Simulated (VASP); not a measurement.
# Pt (P2_1/m) in VASP: single point with PBEsol

Aim: the single point of Pt with PBEsol.

All numbers are computed with VASP 6.6.1; they aren't measurements. Logs are shortened: lines on timing, memory, paths and dates and some standing lists are left out, and cuts for length are marked.

## Step 1: The cell of the first run

Symmetry: P2_1/m, No. 11, monoclinic system. Conventional cell: a = 2.770 Å, b = 3.918 Å, c = 2.770 Å, α = 90.00°, β = 90.00°, γ = 90.00°. Within 3.6 Å of Pt (site symmetry m) lie 12 Pt at 2.71 to 2.83 Å.

## Step 2: Single point, PBEsol (mode 4 frozen in at -0.044 Å and mode 5 at -0.022 Å (largest displacements))

Input file INCAR:

```
ALGO = Fast ; EDIFF = 1E-6
ENCUT = 520 ; GGA = PS
ISIF = 2 ; ISMEAR = 0
LASPH = T ; LCHARG = F
LREAL = F ; LWAVE = F
NBANDS = 17 ; NELM = 60
PREC = Accurate ; SIGMA = 0.15
```

Input file KPOINTS:

```
k-points
0
Gamma
  16 16 12
```

Input file POSCAR:

```
Pt
1.0
    0.0000000000     -1.9589709029     -1.9589709029
    0.0000000000      1.9589709029     -1.9589709029
    3.9179418058      0.0000000000      0.0000000000
Pt
2
Direct
    0.5169987211      0.4943337596      0.5000000000
   -0.0169987211      0.0056662404      0.0000000000
```

Potentials or basis: VASP PAW PBE potentials, release 64 (Pt).

Command:

```
$ cat potpaw_PBE.64/Pt/POTCAR > POTCAR
$ mpirun -np 1 vasp_std > vasp.out
```

OUTCAR:

```text
EDIFF = 1E-6
   ENCUT = 520
   GGA = PS
   ISIF = 2
   ISMEAR = 0
   LASPH = T
   LREAL = F
   NELM = 60
   PREC = Accurate

 ion  position               nearest neighbor table
   1  0.517  0.494  0.500-   2 2.71   2 2.71   2 2.74   2 2.74   2 2.80   2 2.80   2 2.83   2 2.83

   2  0.983  0.006  0.000-   1 2.71   1 2.71   1 2.74   1 2.74   1 2.80   1 2.80   1 2.83   1 2.83

  LATTYP: Found a simple tetragonal cell.
 ALAT       =     2.7704032192
 C/A-ratio  =     1.4142135624

  Lattice vectors:

 A1 = (   0.0000000000,  -1.9589709029,  -1.9589709029)
 A2 = (   0.0000000000,   1.9589709029,  -1.9589709029)
 A3 = (   3.9179418058,   0.0000000000,   0.0000000000)

Analysis of symmetry for initial positions (statically):
=====================================================================
 Subroutine PRICEL returns:
 Original cell was already a primitive cell.

 Routine SETGRP: Setting up the symmetry group for a
 simple tetragonal supercell.

 Subroutine GETGRP returns: Found  4 space group operations
 (whereof  2 operations were pure point group operations)
 out of a pool of 16 trial point group operations.

The static configuration has the point symmetry C_1h.
 The point group associated with its full space group is C_2h.

Analysis of symmetry for dynamics (positions and initial velocities):
=====================================================================
 Subroutine PRICEL returns:
 Original cell was already a primitive cell.

 Routine SETGRP: Setting up the symmetry group for a
 simple tetragonal supercell.

 Subroutine GETGRP returns: Found  4 space group operations
 (whereof  2 operations were pure point group operations)
 out of a pool of 16 trial point group operations.

The dynamic configuration has the point symmetry C_1h.
 The point group associated with its full space group is C_2h.

 Subroutine INISYM returns: Found  4 space group operations
 (whereof  2 operations are pure point group operations),
 and found     1 'primitive' translations

----------------------------------------------------------------------------------------

                                     Primitive cell

  volume of cell :      30.0707

  direct lattice vectors                    reciprocal lattice vectors
     0.000000000 -1.958970903 -1.958970903     0.000000000 -0.255236052 -0.255236052
     0.000000000  1.958970903 -1.958970903     0.000000000  0.255236052 -0.255236052
     3.917941806  0.000000000  0.000000000     0.255236052  0.000000000  0.000000000

  length of vectors
     2.770403219  2.770403219  3.917941806     0.360958287  0.360958287  0.255236052

  position of ions in fractional coordinates (direct lattice)
     0.516998721  0.494333760  0.500000000
     0.983001279  0.005666240  0.000000000

  ion indices of the primitive-cell ions
   primitive index   ion index
                 1           1
                 2           2

----------------------------------------------------------------------------------------

 KPOINTS: k-points

Automatic generation of k-mesh.
 Grid dimensions read from file:
 generate k-points for:   16   16   12

 Generating k-lattice:

  Cartesian coordinates                     Fractional coordinates (reciprocal lattice)
     0.000000000 -0.015952253 -0.015952253     0.062500000  0.000000000  0.000000000
     0.000000000  0.015952253 -0.015952253     0.000000000  0.062500000  0.000000000
     0.021269671  0.000000000  0.000000000     0.000000000  0.000000000  0.083333333

  Length of vectors
     0.022559893  0.022559893  0.021269671

  Shift w.r.t. Gamma in fractional coordinates (k-lattice)
     0.000000000  0.000000000  0.000000000

 Subroutine IBZKPT returns following result:
 ===========================================

 Found    910 irreducible k-points:

 Following reciprocal coordinates:
            Coordinates               Weight
  0.000000  0.000000  0.000000      1.000000
  0.062500  0.000000  0.000000      2.000000
  0.000000  0.062500  0.000000      2.000000
  0.125000  0.000000  0.000000      2.000000
  0.000000  0.125000  0.000000      2.000000
  0.187500  0.000000  0.000000      2.000000
[... 16 lines left out ...]
  0.062500  0.125000  0.000000      2.000000
  0.187500  0.062500  0.000000      2.000000
 [... further k-points ...]
   k-points           NKPTS =    910   k-points in BZ     NKDIM =    910   number of bands    NBANDS=     17
   number of dos      NEDOS =    301   number of ions     NIONS =      2
   total plane-waves  NPLWV =  17280
   dimension x,y,z NGX =    24 NGY =   24 NGZ =   30
   dimension x,y,z NGXF=    48 NGYF=   48 NGZF=   60
   ions per type =               2
   NGX,Y,Z   is equivalent  to a cutoff of  14.40, 14.40, 12.73 a.u.
   NGXF,Y,Z  is equivalent  to a cutoff of  28.80, 28.80, 25.46 a.u.
 SYSTEM =  unknown system
   PREC   = accura    normal or accurate (medium, high low for compatibility)
   ISTART =      0    job   : 0-new  1-cont  2-samecut
   ICHARG =      2    charge: 1-file 2-atom 10-const
   ISPIN  =      1    spin polarized calculation?
   LNONCOLLINEAR =      F non collinear calculations
   LSORBIT =      F    spin-orbit coupling
   LASPH  =      T    aspherical Exc in radial PAW
   ENCUT  =  520.0 eV  38.22 Ry    6.18 a.u.   5.15  5.15  7.28*2*pi/ulx,y,z
   NELM   =     60;   NELMIN=  2; NELMDL= -5     # of ELM steps
   EDIFF  = 0.1E-05   stopping-criterion for ELM
   LREAL  =      F    real-space projection
   EDIFFG = 0.1E-04   stopping-criterion for IOM
   NSW    =      0    number of steps for IOM
   IBRION =     -1    ionic relax: 0-MD 1-quasi-New 2-CG
   NFREE  =      0    steps in history (QN), initial steepest desc. (CG)
   ISIF   =      2    stress and relaxation
   ISYM   =      2    0-nonsym 1-usesym 2-fastsym
   POTIM  = 0.5000    time-step for ionic-motion
   TEBEG  =    0.0;   TEEND  =   0.0 temperature during run
   PSTRESS=    0.0 pullay stress
   NELECT =      20.0000    total number of electrons
   NUPDOWN=      -1.0000    fix difference up-down
   EMIN   =  10.00;   EMAX   =-10.00  energy-range for DOS
   EFERMI =   0.00;   METHOD = LEGACY
   ISMEAR =     0;   SIGMA  =   0.15  broadening in eV -4-tet -1-fermi 0-gaus
   EFERMI_NEDOS =   21; number of points for ismear=-14 and -15
   IALGO  =     68    algorithm
   IMIX   =      4    mixing-type and parameters
     AMIX     =   0.40;   BMIX     =  1.00
     AMIX_MAG =   1.60;   BMIX_MAG =  1.00
  volume/ion in A,a.u.               =      15.04       101.46
  Fermi-wavevector in a.u.,A,eV,Ry     =   1.429015  2.700447 27.784245  2.042084
  Thomas-Fermi vector in A             =   2.549015
   LORBIT       =      0    0 simple, 1 ext, 2 COOP (PROOUT), +10 PAW based schemes
   GGA     = PS    functional components
   LHFCALC =     F    Hartree Fock is set to
   AEXX    =    0.0000 exact exchange contribution
   IVDW    =     0    specifies the selected vdW correction
   LEPSILON=     F    determine dielectric tensor
   LRPA    =     F    only Hartree local field effects (RPA)
 non-spin polarized calculation
 RMM-DIIS sequential band-by-band and
 Gauss-broadening in eV      SIGMA  =   0.15
  energy-cutoff  :      520.00
  volume of cell :       30.07
 maximum number of plane-waves:       830
 NGX is ok and might be reduce to    24
   NGX = 11   NGY = 11   NGZ = 15

 number of electron      20.0000001 magnetization

 Free energy of the ion-electron system (eV)
  ---------------------------------------------------
  ext. energy  EPLUGINS =         0.00000000
  ---------------------------------------------------
  free energy    TOTEN  =       -13.91848876 eV

  energy without entropy =      -13.87425504  energy(sigma->0) =      -13.89637190

 E-fermi :  11.1550     XC(G=0): -13.6442

 val. band max:       11.1547127112   @ k =  -0.1875   0.4375   0.3333
 cond. band min:      11.1554054291   @ k =  -0.0625   0.2500   0.2500
 fundamental gap:      0.0006927179
 Fermi energy:        11.1549645228

 k-point     1 :       0.0000    0.0000    0.0000
  band No.  band energies     occupation
      1       0.8253      2.00000
      2       4.0104      2.00000
      3       4.4889      2.00000
      4       7.2963      2.00000
      5       7.3097      2.00000
      6       7.3640      2.00000
[... 9 lines left out ...]
     16      25.8558      0.00000
     17      30.7817      0.00000

 k-point     2 :       0.0625    0.0000    0.0000
  band No.  band energies     occupation
      1       0.9307      2.00000
      2       4.0840      2.00000
      3       4.5590      2.00000
      4       7.2984      2.00000
      5       7.3439      2.00000
      6       7.3645      2.00000
[... 9 lines left out ...]
     16      26.0210      0.00000
     17      30.2301      0.00000

 k-point     3 :       0.0000    0.0625    0.0000
  band No.  band energies     occupation
      1       0.9310      2.00000
      2       4.0888      2.00000
      3       4.5541      2.00000
      4       7.2439      2.00000
      5       7.3617      2.00000
      6       7.3977      2.00000
[... 9 lines left out ...]
     16      26.0168      0.00000
     17      30.2741      0.00000

 k-point     4 :       0.1250    0.0000    0.0000
  band No.  band energies     occupation
      1       1.2399      2.00000
      2       4.2749      2.00000
      3       4.7828      2.00000
      4       7.1526      2.00000
      5       7.4481      2.00000
      6       7.5112      2.00000
[... 9 lines left out ...]
     16      26.4865      0.00000
     17      29.1378      0.00000
[... 343 lines left out ...]
      1       1.3436      2.00000
      2       4.3624      2.00000
      3       4.8373      2.00000
      4       7.0436      2.00000
      5       7.5382      2.00000
      6       7.5736      2.00000
[... 9 lines left out ...]
     16      26.6540      0.00000
     17      29.2654      0.00000

 k-point    23 :       0.0625    0.1250    0.0000
  band No.  band energies     occupation
      1       1.3445      2.00000
      2       4.3754      2.00000
      3       4.8229      2.00000
      4       6.9922      2.00000
      5       7.5633      2.00000
      6       7.5953      2.00000
[... 9 lines left out ...]
     16      26.6300      0.00000
     17      29.2788      0.00000

 k-point    24 :       0.1875    0.0625    0.0000
  band No.  band energies     occupation
      1       1.8328      2.00000
      2       4.6172      2.00000
      3       5.2112      2.00000
      4       6.8099      2.00000
      5       7.7536      2.00000
      6       7.7553      2.00000
[... 9 lines left out ...]
     16      27.3118      0.00000
     17      28.1168      0.00000

 [... further k-points ...]
[... 5 lines left out ...]
  --------------------------------------------------------------------------------------
  -------------------------------------------------------------------------------------
  Total        0.1687666      0.0902003     -0.0148639      0.0000000     -0.0360375      0.0000000
  in kB        8.9919337      4.8058988     -0.7919547      0.0000000     -1.9200861      0.0000000
  external PRESSURE =       4.3352926 kB  Pullay stress =       0.0000000 kB

 VOLUME and BASIS-vectors are now :
 -----------------------------------------------------------------------------
  energy-cutoff  :      520.00
  volume of cell :       30.07
      direct lattice vectors                 reciprocal lattice vectors
     0.000000000 -1.958970903 -1.958970903     0.000000000 -0.255236052 -0.255236052
     0.000000000  1.958970903 -1.958970903     0.000000000  0.255236052 -0.255236052
     3.917941806  0.000000000  0.000000000     0.255236052  0.000000000  0.000000000

 POSITION                                       TOTAL-FORCE (eV/Angst)
 -----------------------------------------------------------------------------------
      1.95897     -0.04440     -1.98117         0.000000      0.526942      0.247398
      0.00000     -1.91457     -1.93677         0.000000     -0.526942     -0.247398
 -----------------------------------------------------------------------------------
    total drift:                                0.000000      0.000000     -0.000000

  FREE ENERGIE OF THE ION-ELECTRON SYSTEM (eV)
  ---------------------------------------------------
  free  energy   TOTEN  =       -13.9184887648 eV

  energy  without entropy=      -13.8742550386  energy(sigma->0) =      -13.89637190
```

Run time: 4.4 min. Hardware: 1 thread of Intel Xeon Platinum 8259CL at 2.50GHz (Skylake/Cascade Lake), shared host; peak memory 0.47 GiB.

What came out:

* Free energy: -13.9185 eV
* Pressure: 0.4 GPa
* Largest force: 0.582 eV/Å
* Band gap on the k mesh: zero (band 10 reaches 11.66 eV, above the bottom of band 11 at 10.17 eV)

Forces on the atoms (eV/Å):
```
Pt   0.000  0.527  0.247
Pt   0.000 -0.527 -0.247
```

Caveat: the cell differs from its parent crystal (mode 4 frozen in at -0.044 Å and mode 5 at -0.022 Å (largest displacements)); the PAW data sets were made with another functional, which shifts forces and pressure a little; spin-orbit coupling is left out, which moves the levels of the heavy elements.
